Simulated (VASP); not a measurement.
Wanted: the native input for a VASP 6.6.1 run.

* Task: single point
* Functional: PBEsol
* Potentials or basis: VASP PAW PBE potentials, release 64 (N)
* Cutoff: 520 eV
* k mesh: 4 × 4 × 3
* Occupations: methfessel-paxton, width 0.01 eV
* Spin: no spin polarisation
* Dipole correction: no
* Further INCAR settings: ALGO = Normal; EDIFF = 1e-07; NBANDS = 18

The structure of N lies in POSCAR:

```
N
1.0
    4.0840620000      0.0000000000      0.0000000000
    0.0000000000      4.0840620000      0.0000000000
    0.0000000000      0.0000000000      5.3459130000
N
4
Direct
    0.9042750000      0.9042750000      0.0000000000
    0.5957250000      0.4242750000      0.5000000000
    0.0957250000      0.0957250000      0.0000000000
    0.4042750000      0.5957250000      0.5000000000
```

One way to write it, as run:

INCAR

```
SYSTEM = N
ALGO = Normal
EDIFF = 1E-7
ENCUT = 520
GGA = PS
ISIF = 2
ISMEAR = 1
LASPH = .True.
LCHARG = .False.
LREAL = .False.
LWAVE = .False.
NBANDS = 18
NELM = 80
PREC = Accurate
SIGMA = 0.01
```

KPOINTS

```
k-points
0
Gamma
  4 4 3
  0 0 0
```

Potentials or basis: VASP PAW PBE potentials, release 64 (N).

Run with:

```console
$ cat potpaw_PBE.64/N/POTCAR > POTCAR
$ mpirun -np 1 vasp_std > vasp.out
```

Results of the run:

- Pressure: 8.1 GPa
- Largest force: 11.987 eV/Å
- Band gap on the k mesh: 7.05 eV (least direct gap 7.24 eV)

Caveat: the standard files for N, O and F lose accuracy on very short bonds; the cell stands under pressure; this functional lacks dispersion, which holds the molecules together, so the pressure and a relaxed volume are unreliable; the PAW data sets were made with another functional, which shifts forces and pressure a little; an odd mesh through Γ misses points on the zone boundary, where band edges can lie.

It took 30 s on 1 thread of Intel Xeon 8259CL, with other jobs on the host, peak memory 0.18 GiB.
